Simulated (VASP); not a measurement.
# Te (Pm-3m) in VASP: a series of runs, part 2 of 2

VASP 6.6.1. The steps go on from the part before.

**4. Single point, LDA, non-collinear spin, zero start, spin-orbit coupling**

The input, INCAR:

```
SYSTEM = Te
PREC = Accurate
ENCUT = 520
EDIFF = 1E-6
ISMEAR = -1
SIGMA = 0.1
LREAL = .False.
LASPH = .True.
NELM = 150
ALGO = Normal
ISIF = 2
LWAVE = .False.
LCHARG = .False.
LNONCOLLINEAR = .True.
MAGMOM = 0 0 0
LORBIT = 11
LSORBIT = .True.
GGA_COMPAT = .False.
LORBMOM = .True.
GGA = CA
NBANDS = 17
```

The input, KPOINTS:

```
regular mesh
0
Gamma
  10 10 10
  0 0 0
```

The input, POSCAR:

```
Te
1.0
    3.1326038533      0.0000000000      0.0000000000
    0.0000000000      3.1326038533      0.0000000000
    0.0000000000      0.0000000000      3.1326038533
Te
1
Direct
    0.0000000000      0.0000000000      0.0000000000
```

Potentials or basis: VASP PAW LDA potentials, release 64 (Te).

Started as:

```
> cat potpaw_LDA.64/Te/POTCAR > POTCAR
> mpirun -np 1 vasp_ncl > vasp.out
```

OUTCAR:

```text
SYSTEM = Te
   PREC = Accurate
   ENCUT = 520
   EDIFF = 1E-6
   ISMEAR = -1
   LREAL = .False.
   LASPH = .True.
   NELM = 150
   ISIF = 2
   LNONCOLLINEAR = .True.
   LORBIT = 11
   LSORBIT = .True.
   GGA = CA

 ion  position               nearest neighbor table
   1  0.000  0.000  0.000-

  LATTYP: Found a simple cubic cell.
 ALAT       =     3.1326038533

  Lattice vectors:

 A1 = (   3.1326038533,   0.0000000000,   0.0000000000)
 A2 = (   0.0000000000,   3.1326038533,   0.0000000000)
 A3 = (   0.0000000000,   0.0000000000,   3.1326038533)

Analysis of symmetry for initial positions (statically):
=====================================================================
 Subroutine PRICEL returns:
 Original cell was already a primitive cell.

 Routine SETGRP: Setting up the symmetry group for a
 simple cubic supercell.

 Subroutine GETGRP returns: Found 48 space group operations
 (whereof 48 operations were pure point group operations)
 out of a pool of 48 trial point group operations.

The static configuration has the point symmetry O_h .

Analysis of symmetry for dynamics (positions and initial velocities):
=====================================================================
 Subroutine PRICEL returns:
 Original cell was already a primitive cell.

 Routine SETGRP: Setting up the symmetry group for a
 simple cubic supercell.
[... 685 lines left out ...]

  energy  without entropy=       -3.9127524830  energy(sigma->0) =       -3.92061731

 orbital moment (x)

 # of ion     p       d       tot
 ----------------------------------------
  1         0.000   0.000   0.000
 ----------------------------------------
            0.000   0.000   0.000

 orbital moment (y)

 # of ion     p       d       tot
 ----------------------------------------
  1         0.000   0.000   0.000
 ----------------------------------------
            0.000   0.000   0.000

 orbital moment (z)

 # of ion     p       d       tot
 ----------------------------------------
  1         0.000   0.000   0.000
 ----------------------------------------
            0.000   0.000   0.000

 Spin-Orbit-Coupling matrix elements

 Ion:    1  E_soc:     -0.2597985
 l=   1
     0.0000000    -0.0431299    -0.0431299
    -0.0431299     0.0000000    -0.0431299
    -0.0431299    -0.0431299     0.0000000
 l=   2
     0.0000000    -0.0000037     0.0000000    -0.0000037    -0.0001662
    -0.0000037     0.0000000    -0.0001246    -0.0000037    -0.0000415
     0.0000000    -0.0001246     0.0000000    -0.0001246     0.0000000
    -0.0000037    -0.0000037    -0.0001246     0.0000000    -0.0000415
    -0.0001662    -0.0000415     0.0000000    -0.0000415     0.0000000
 l=   3
     0.0000000     0.0000000     0.0000000     0.0000000     0.0000000     0.0000000     0.0000000
     0.0000000     0.0000000     0.0000000     0.0000000     0.0000000     0.0000000     0.0000000
     0.0000000     0.0000000     0.0000000     0.0000000     0.0000000     0.0000000     0.0000000
     0.0000000     0.0000000     0.0000000     0.0000000     0.0000000     0.0000000     0.0000000
     0.0000000     0.0000000     0.0000000     0.0000000     0.0000000     0.0000000     0.0000000
     0.0000000     0.0000000     0.0000000     0.0000000     0.0000000     0.0000000     0.0000000
     0.0000000     0.0000000     0.0000000     0.0000000     0.0000000     0.0000000     0.0000000

 total charge

# of ion       s       p       d       tot
------------------------------------------
    1        1.449   1.805   0.053   3.307

 magnetization (x)

# of ion       s       p       d       tot
------------------------------------------
    1       -0.000   0.000   0.000  -0.000

 magnetization (y)

# of ion       s       p       d       tot
------------------------------------------
    1       -0.000   0.000   0.000  -0.000

 magnetization (z)

# of ion       s       p       d       tot
------------------------------------------
    1       -0.000   0.000  -0.000  -0.000
```

OSZICAR:

```text
N       E                     dE             d eps       ncg     rms          rms(c)
DAV:   1     0.178353474844E+02    0.17835E+02   -0.21071E+03  1904   0.557E+02
DAV:   2    -0.275308475920E+01   -0.20588E+02   -0.18901E+02  2628   0.979E+01
DAV:   3    -0.391504961151E+01   -0.11620E+01   -0.11533E+01  2415   0.215E+01
DAV:   4    -0.393013712237E+01   -0.15088E-01   -0.15086E-01  2367   0.295E+00
DAV:   5    -0.393043027421E+01   -0.29315E-03   -0.29315E-03  2437   0.406E-01    0.834E+00
DAV:   6    -0.392920725484E+01    0.12230E-02   -0.28678E-04  2421   0.120E-01    0.508E+00
DAV:   7    -0.392849023637E+01    0.71702E-03   -0.30290E-04  2282   0.122E-01    0.196E+00
DAV:   8    -0.392847834535E+01    0.11891E-04   -0.32821E-05  2415   0.362E-02    0.412E-02
DAV:   9    -0.392848153471E+01   -0.31894E-05   -0.11428E-06  2223   0.710E-03    0.129E-02
DAV:  10    -0.392848213217E+01   -0.59745E-06   -0.29733E-07  1731   0.389E-03
   1 F= -.39284821E+01 E0= -.39206173E+01  d E =-.157296E-01  mag=    -0.0000    -0.0000     0.0000
```

Run time: 64 s. Hardware: 1 thread of Intel Xeon 8259CL, shared host; peak memory 0.19 GiB.

Results:

```
Free energy                                           : -3.9285 eV
Pressure                                              : 0.4 GPa
Net moment                                            : 0.00 μB per cell
Valence electrons inside the program's atomic spheres : Te 3.31
```

Moments on the atoms (μB; x, y, z):
```
Te  0.00 0.00 0.00
```

**5. Overview**

| task | spin | cell | k mesh | cutoff (eV) | gap on the mesh (eV) | pressure (GPa) |
| --- | --- | --- | --- | --- | --- | --- |
| single point | off | a = 3.133 Å, 1 atom | 16 × 16 × 16 | 520 | none | 0.1 |
| relaxation of cell and atoms | off | relaxed from a = 3.146 Å, 1 atom | 10 × 10 × 10 | 600 | none | 0.0 |
| single point | non-collinear, zero start, SOC | a = 3.133 Å, 1 atom | 10 × 10 × 10 | 520 | - | 0.4 |

Alike in all rows: level LDA; potentials or basis VASP PAW LDA potentials, release 64 (Te); smearing fermi-dirac 0.1 eV.

Caveats: spin-orbit coupling is left out, which moves the levels of the heavy elements (at least some runs).

Total energies depend on the potentials used, so only differences within one code and one set of settings carry meaning.
